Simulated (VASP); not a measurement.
# CsCl in VASP: notebook, part 2 of 2

VASP 6.6.1.

### Step 3. Single point, PBEsol (32.94 Å³/atom)

This run uses another cell than the first one, of 32.94 Å³/atom.

INCAR reads:

```
SYSTEM = CsCl
ALGO     = Normal         ! electronic algorithm
EDIFF    = 1E-6           ! SCF threshold, eV
ENCUT    = 500            ! plane-wave cutoff, eV
GGA      = PS             ! functional
GGA_COMPAT= .False.      
ISIF     = 2              ! what is computed and relaxed
ISMEAR   = -1             ! smearing method
LASPH    = .True.         ! aspherical terms in the spheres
LCHARG   = .False.        ! write CHGCAR
LREAL    = .False.        ! projectors in reciprocal space
LWAVE    = .False.        ! write WAVECAR
NBANDS   = 15             ! bands
NELM     = 120            ! most SCF steps
PREC     = Accurate       ! precision mode
SIGMA    = 0.03           ! smearing width, eV
```

KPOINTS reads:

```
k-points
0
Gamma
  6 6 6
  0 0 0
```

POSCAR reads:

```
CsCl
1.0
    4.0388335262      0.0000000000      0.0000000000
    0.0000000000      4.0388335262      0.0000000000
    0.0000000000      0.0000000000      4.0388335262
Cs Cl
1 1
Direct
    0.0000000000      0.0000000000      0.0000000000
    0.5000000000      0.5000000000      0.5000000000
```

Potentials or basis: VASP PAW PBE potentials, release 64 (Cs_sv, Cl).

Run with:

```
$ cat potpaw_PBE.64/Cs_sv/POTCAR potpaw_PBE.64/Cl/POTCAR > POTCAR
$ mpirun -np 1 vasp_std > vasp.out
```

OUTCAR:

```text
SYSTEM = CsCl
   EDIFF = 1E-6
   ENCUT = 500
   GGA = PS
   ISIF = 2
   ISMEAR = -1
   LASPH = .True.
   LREAL = .False.
   NELM = 120
   PREC = Accurate

 ion  position               nearest neighbor table
   1  0.000  0.000  0.000-
   2  0.500  0.500  0.500-

  LATTYP: Found a simple cubic cell.
 ALAT       =     4.0388335262

  Lattice vectors:

 A1 = (   4.0388335262,   0.0000000000,   0.0000000000)
 A2 = (   0.0000000000,   4.0388335262,   0.0000000000)
 A3 = (   0.0000000000,   0.0000000000,   4.0388335262)

Analysis of symmetry for initial positions (statically):
=====================================================================
 Subroutine PRICEL returns:
 Original cell was already a primitive cell.

 Routine SETGRP: Setting up the symmetry group for a
 simple cubic supercell.

 Subroutine GETGRP returns: Found 48 space group operations
 (whereof 48 operations were pure point group operations)
 out of a pool of 48 trial point group operations.

The static configuration has the point symmetry O_h .

Analysis of symmetry for dynamics (positions and initial velocities):
=====================================================================
 Subroutine PRICEL returns:
 Original cell was already a primitive cell.

 Routine SETGRP: Setting up the symmetry group for a
 simple cubic supercell.

 Subroutine GETGRP returns: Found 48 space group operations
 (whereof 48 operations were pure point group operations)
 out of a pool of 48 trial point group operations.

The dynamic configuration has the point symmetry O_h .

 Subroutine INISYM returns: Found 48 space group operations
 (whereof 48 operations are pure point group operations),
 and found     1 'primitive' translations

----------------------------------------------------------------------------------------

                                     Primitive cell

  volume of cell :      65.8822

  direct lattice vectors                    reciprocal lattice vectors
     4.038833526  0.000000000  0.000000000     0.247596241  0.000000000  0.000000000
     0.000000000  4.038833526  0.000000000     0.000000000  0.247596241  0.000000000
     0.000000000  0.000000000  4.038833526     0.000000000  0.000000000  0.247596241

  length of vectors
     4.038833526  4.038833526  4.038833526     0.247596241  0.247596241  0.247596241

  position of ions in fractional coordinates (direct lattice)
     0.000000000  0.000000000  0.000000000
     0.500000000  0.500000000  0.500000000

  ion indices of the primitive-cell ions
   primitive index   ion index
                 1           1
                 2           2

----------------------------------------------------------------------------------------

 KPOINTS: k-points

Automatic generation of k-mesh.
 Grid dimensions read from file:
 generate k-points for:    6    6    6

 Generating k-lattice:

  Cartesian coordinates                     Fractional coordinates (reciprocal lattice)
     0.041266040  0.000000000  0.000000000     0.166666667  0.000000000  0.000000000
     0.000000000  0.041266040  0.000000000     0.000000000  0.166666667  0.000000000
     0.000000000  0.000000000  0.041266040     0.000000000  0.000000000  0.166666667

  Length of vectors
     0.041266040  0.041266040  0.041266040

  Shift w.r.t. Gamma in fractional coordinates (k-lattice)
     0.000000000  0.000000000  0.000000000

 Subroutine IBZKPT returns following result:
 ===========================================

 Found     20 irreducible k-points:

 Following reciprocal coordinates:
            Coordinates               Weight
  0.000000  0.000000  0.000000      1.000000
  0.166667  0.000000  0.000000      6.000000
  0.333333  0.000000  0.000000      6.000000
  0.500000  0.000000  0.000000      3.000000
  0.166667  0.166667  0.000000     12.000000
  0.333333  0.166667  0.000000     24.000000
[... 12 lines left out ...]
  0.500000  0.500000  0.333333      6.000000
  0.500000  0.500000  0.500000      1.000000
   k-points           NKPTS =     20   k-points in BZ     NKDIM =     20   number of bands    NBANDS=     15
   number of dos      NEDOS =    301   number of ions     NIONS =      2
   total plane-waves  NPLWV =  27000
   dimension x,y,z NGX =    30 NGY =   30 NGZ =   30
   dimension x,y,z NGXF=    60 NGYF=   60 NGZF=   60
   ions per type =               1   1
   NGX,Y,Z   is equivalent  to a cutoff of  12.35, 12.35, 12.35 a.u.
   NGXF,Y,Z  is equivalent  to a cutoff of  24.70, 24.70, 24.70 a.u.
 SYSTEM =  CsCl
   PREC   = accura    normal or accurate (medium, high low for compatibility)
   ISTART =      0    job   : 0-new  1-cont  2-samecut
   ICHARG =      2    charge: 1-file 2-atom 10-const
   ISPIN  =      1    spin polarized calculation?
   LNONCOLLINEAR =      F non collinear calculations
   LSORBIT =      F    spin-orbit coupling
   LASPH  =      T    aspherical Exc in radial PAW
   ENCUT  =  500.0 eV  36.75 Ry    6.06 a.u.   7.36  7.36  7.36*2*pi/ulx,y,z
   NELM   =    120;   NELMIN=  2; NELMDL= -5     # of ELM steps
   EDIFF  = 0.1E-05   stopping-criterion for ELM
   LREAL  =      F    real-space projection
   EDIFFG = 0.1E-04   stopping-criterion for IOM
   NSW    =      0    number of steps for IOM
   IBRION =     -1    ionic relax: 0-MD 1-quasi-New 2-CG
   NFREE  =      0    steps in history (QN), initial steepest desc. (CG)
   ISIF   =      2    stress and relaxation
   ISYM   =      2    0-nonsym 1-usesym 2-fastsym
   POTIM  = 0.5000    time-step for ionic-motion
   TEBEG  =    0.0;   TEEND  =   0.0 temperature during run
   PSTRESS=    0.0 pullay stress
   NELECT =      16.0000    total number of electrons
   NUPDOWN=      -1.0000    fix difference up-down
   EMIN   =  10.00;   EMAX   =-10.00  energy-range for DOS
   EFERMI =   0.00;   METHOD = LEGACY
   ISMEAR =    -1;   SIGMA  =   0.03  broadening in eV -4-tet -1-fermi 0-gaus
   EFERMI_NEDOS =   21; number of points for ismear=-14 and -15
   IALGO  =     38    algorithm
   IMIX   =      4    mixing-type and parameters
     AMIX     =   0.40;   BMIX     =  1.00
     AMIX_MAG =   1.60;   BMIX_MAG =  1.00
  volume/ion in A,a.u.               =      32.94       222.30
  Fermi-wavevector in a.u.,A,eV,Ry     =   1.021391  1.930150 14.194148  1.043240
  Thomas-Fermi vector in A             =   2.155014
   LORBIT       =      0    0 simple, 1 ext, 2 COOP (PROOUT), +10 PAW based schemes
   GGA     = PS    functional components
   LHFCALC =     F    Hartree Fock is set to
   AEXX    =    0.0000 exact exchange contribution
   IVDW    =     0    specifies the selected vdW correction
   LEPSILON=     F    determine dielectric tensor
   LRPA    =     F    only Hartree local field effects (RPA)
 non-spin polarized calculation
  energy-cutoff  :      500.00
  volume of cell :       65.88
 maximum number of plane-waves:      1743
 NGX is ok and might be reduce to    30
   NGX = 15   NGY = 15   NGZ = 15

 number of electron      16.0000006 magnetization

 Free energy of the ion-electron system (eV)
  ---------------------------------------------------
  ext. energy  EPLUGINS =         0.00000000
  ---------------------------------------------------
  free energy    TOTEN  =        -6.84228321 eV

  energy without entropy =       -6.84228321  energy(sigma->0) =       -6.84228321

 E-fermi :   0.6310     XC(G=0):  -8.7678

 val. band max:       -0.0688177571   @ k =   0.0000   0.0000   0.0000
 cond. band min:       5.1134650386   @ k =   0.0000   0.0000   0.0000
 fundamental gap:      5.1822827957
 Fermi energy:         0.6310426456

 k-point     1 :       0.0000    0.0000    0.0000
  band No.  band energies     occupation
      1     -19.3757      2.00000
      2     -12.3166      2.00000
      3      -5.7995      2.00000
      4      -5.7995      2.00000
      5      -5.7995      2.00000
      6      -0.0688      2.00000
      7      -0.0688      2.00000
      8      -0.0688      2.00000
      9       5.1135      0.00000
     10       5.1135      0.00000
     11       5.2615      0.00000
     12      10.1418      0.00000
     13      10.1418      0.00000
     14      10.1418      0.00000
[... 329 lines left out ...]
      2     -12.1229      2.00000
      3      -6.4235      2.00000
      4      -6.4235      2.00000
      5      -6.4235      2.00000
      6      -1.3746      2.00000
      7      -1.3746      2.00000
      8      -1.3746      2.00000
      9       8.6158      0.00000
     10       8.6158      0.00000
     11       8.6158      0.00000
     12      10.6579      0.00000
     13      10.6579      0.00000
     14      10.6579      0.00000
     15      12.9009      0.00000

------------------------ aborting loop because EDIFF is reached ----------------------------------------

  FORCE on cell =-STRESS in cart. coord.  units (eV):
  Direction    XX          YY          ZZ          XY          YZ          ZX
  --------------------------------------------------------------------------------------
  -------------------------------------------------------------------------------------
  Total        0.1971706      0.1971706      0.1971706      0.0000000      0.0000000      0.0000000
  in kB        4.7949590      4.7949590      4.7949590      0.0000000      0.0000000      0.0000000
  external PRESSURE =       4.7949590 kB  Pullay stress =       0.0000000 kB

 VOLUME and BASIS-vectors are now :
 -----------------------------------------------------------------------------
  energy-cutoff  :      500.00
  volume of cell :       65.88
      direct lattice vectors                 reciprocal lattice vectors
     4.038833526  0.000000000  0.000000000     0.247596241  0.000000000  0.000000000
     0.000000000  4.038833526  0.000000000     0.000000000  0.247596241  0.000000000
     0.000000000  0.000000000  4.038833526     0.000000000  0.000000000  0.247596241

 POSITION                                       TOTAL-FORCE (eV/Angst)
 -----------------------------------------------------------------------------------
      0.00000      0.00000      0.00000         0.000000      0.000000      0.000000
      2.01942      2.01942      2.01942         0.000000      0.000000      0.000000
 -----------------------------------------------------------------------------------
    total drift:                                0.000000      0.000000     -0.000000

  FREE ENERGIE OF THE ION-ELECTRON SYSTEM (eV)
  ---------------------------------------------------
  free  energy   TOTEN  =        -6.8422832108 eV

  energy  without entropy=       -6.8422832108  energy(sigma->0) =       -6.84228321
```

Wall time 14 s (1 thread of Intel Xeon Platinum 8259CL at 2.50GHz (Skylake/Cascade Lake), shared host); peak memory 0.17 GiB.

What came out:

| Quantity | Value |
| --- | --- |
| Free energy | -6.8423 eV |
| Pressure | 0.5 GPa |
| Band gap on the k mesh | 5.18 eV |

Caveat: the PAW data sets were made with another functional, which shifts forces and pressure a little; spin-orbit coupling is left out, which moves the levels of the heavy elements. A k mesh can miss the band edges.

### Step 4. Single point, PBEsol (33.64 Å³/atom)

This run uses another cell than the first one, of 33.64 Å³/atom.

INCAR reads:

```
SYSTEM = CsCl
PREC = Accurate ; ENCUT = 500
EDIFF = 1E-6 ; ISMEAR = -1
SIGMA = 0.03 ; LREAL = .FALSE.
LASPH = .TRUE. ; NELM = 120
ALGO = Normal ; ISIF = 2
LWAVE = .FALSE. ; LCHARG = .TRUE.
GGA = PS ; LELF = .TRUE.
LVHAR = .TRUE. ; NBANDS = 15
GGA_COMPAT = .FALSE.
```

KPOINTS reads:

```
Automatic mesh
0
G
  6 6 6
  0 0 0
```

POSCAR reads:

```
CsCl
1.0
    4.0672769530      0.0000000000      0.0000000000
    0.0000000000      4.0672769530      0.0000000000
    0.0000000000      0.0000000000      4.0672769530
Cs Cl
1 1
Direct
    0.0000000000      0.0000000000      0.0000000000
    0.5000000000      0.5000000000      0.5000000000
```

Run with:

```
$ cat potpaw_PBE.64/Cs_sv/POTCAR potpaw_PBE.64/Cl/POTCAR > POTCAR
$ mpirun -np 1 vasp_std > vasp.out
```

Run time: 17 s. Hardware: 1 thread of Intel Xeon Platinum 8259CL at 2.50GHz (Skylake/Cascade Lake), shared host; peak memory 0.17 GiB.

It converged, with:

```
Free energy            : -6.8450 eV
Pressure               : 0.1 GPa
Band gap on the k mesh : 5.21 eV
```

Levels at points of the mesh, in eV from the valence-band top:
| k point | band 5 | band 6 | band 7 | band 8 | band 9 | band 10 | band 11 | band 12 |
| --- | --- | --- | --- | --- | --- | --- | --- | --- |
| (0.00, 0.00, 0.00) | -5.77 | 0.00 | 0.00 | 0.00 | 5.21 | 5.21 | 5.23 | 10.14 |
| (0.50, 0.00, 0.00) | -5.59 | -1.30 | -0.29 | -0.29 | 6.32 | 7.69 | 8.96 | 9.08 |
| (0.50, 0.50, 0.00) | -5.49 | -0.44 | -0.44 | -0.08 | 5.84 | 5.91 | 7.94 | 7.94 |
| (0.50, 0.50, 0.50) | -6.36 | -1.24 | -1.24 | -1.24 | 8.59 | 8.59 | 8.59 | 10.60 |

Caveat: the PAW data sets were made with another functional, which shifts forces and pressure a little; spin-orbit coupling is left out, which moves the levels of the heavy elements.

### Step 5. Overview

```csv
cell,gap on the mesh (eV),pressure (GPa)
"a = 4.123, b = 4.123, c = 4.164 Å, 2 atoms",4.99,-0.8
"a = 4.039 Å, 2 atoms",5.18,0.5
"a = 4.067 Å, 2 atoms",5.21,0.1
```

Alike in all rows: task single point; level PBEsol; potentials or basis VASP PAW PBE potentials, release 64 (Cs_sv, Cl); no spin polarisation; k mesh 6 × 6 × 6; cutoff (eV) 500; smearing fermi-dirac 0.03 eV.

Caveats: the PAW data sets were made with another functional, which shifts forces and pressure a little; spin-orbit coupling is left out, which moves the levels of the heavy elements.

Absolute energies hang on the potentials; compare differences alone.
